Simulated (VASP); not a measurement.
# MgSiN: single point with PBE

The system is MgSiN.

```
Mg Si N
1.0
     3.06741    0.00000    0.00000
     0.00000    3.06752    0.00000
     0.00000    0.00000    3.82205
Mg Si N
1 1 1
Cartesian
  0.0000 0.0000 0.0000
  1.5337 1.5338 1.9110
  1.5337 1.5338 0.0000
```

- Program: VASP 6.6.1
- Task: single point
- Functional: PBE
- Potentials or basis: VASP PAW PBE potentials, release 64 (Mg, Si, N)
- Cutoff: 520 eV
- k mesh: 14 × 14 × 14
- Occupations: gaussian, width 0.1 eV
- Spin: no spin polarisation
- Dipole correction: no
- Further INCAR settings: ALGO = Normal; EDIFF = 1e-06; NBANDS = 12

| Quantity | Value |
| --- | --- |
| Pressure | -0.3 GPa |

Stress tensor (GPa, compression positive):
```
-0.40  0.00  0.00
 0.00 -0.40  0.00
 0.00  0.00 -0.08
```

Levels at points of the mesh, in eV from the Fermi level:
```
           k point  band 3  band 4  band 5  band 6  band 7  band 8  band 9  band 10
(0.00, 0.00, 0.00)   -6.77   -3.00   -3.00    4.24    4.30    5.61    5.61     6.81
(0.50, 0.00, 0.00)   -6.50   -4.07   -2.69   -0.71    3.53    6.66    7.13     8.61
(0.00, 0.50, 0.00)   -6.50   -4.07   -2.69   -0.71    3.53    6.66    7.13     8.61
(0.50, 0.50, 0.00)   -6.42   -5.85   -1.09   -0.19    1.02    1.02    5.53     5.53
(0.00, 0.00, 0.50)   -2.59   -2.59   -0.91    2.33    3.36    3.37    6.28     7.28
(0.50, 0.00, 0.50)   -6.32   -4.73   -2.41    0.98    5.17    5.64    7.12     9.14
(0.00, 0.50, 0.50)   -6.32   -4.73   -2.41    0.98    5.17    5.64    7.12     9.14
(0.50, 0.50, 0.50)   -5.31   -5.31   -2.56   -2.56    1.15    3.87    4.45     8.56
```

Run time: 49 s on 1 thread of Intel(R) Xeon(R) 6975P-C (Granite Rapids), on a shared host, peak memory 0.36 GiB.
